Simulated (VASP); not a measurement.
Runs of VASP 6.6.1 on CdO (Monteponite). The structure is that of space group Fm-3m (No. 225), or close to it. The cells are those of the table. 

```tsv
level	cell	k mesh	cutoff (eV)	gap on the mesh (eV)	pressure (GPa)
r2SCAN	a = 3.328 Å, angles 60.0°, 2 atoms	10 × 10 × 10	660	0.07	1.5
r2SCAN	a = 3.260 Å, angles 60.0°, 2 atoms	8 × 8 × 8	660	0.20	(a)
r2SCAN	a = 3.294 Å, angles 60.0°, 2 atoms	8 × 8 × 8	660	0.13	6.6
r2SCAN	a = 3.328 Å, angles 60.0°, 2 atoms	8 × 8 × 8	660	0.07	1.5
r2SCAN	a = 3.361 Å, angles 60.0°, 2 atoms	8 × 8 × 8	660	-	-2.8
PBE	a = 3.328 Å, angles 60.0°, 2 atoms	10 × 10 × 10	600	none	6.6
r2SCAN	a = 3.393 Å, angles 60.0°, 2 atoms	8 × 8 × 8	660	none	(b)
```

Alike in all rows: task single point; potentials or basis VASP PAW PBE potentials, release 64 (Cd, O); no spin polarisation; smearing fermi-dirac 0.02 eV.

Problem. Fill in the values left out.

Solution. (a) 12.7; (b) -6.4.

Caveats: the PAW data sets were made with another functional, which shifts forces and pressure a little (some runs).

A k mesh can miss the band edges, and the runs leave out spin-orbit coupling on Cd.

A gap of «none» marks levels without a gap at the run's occupations.
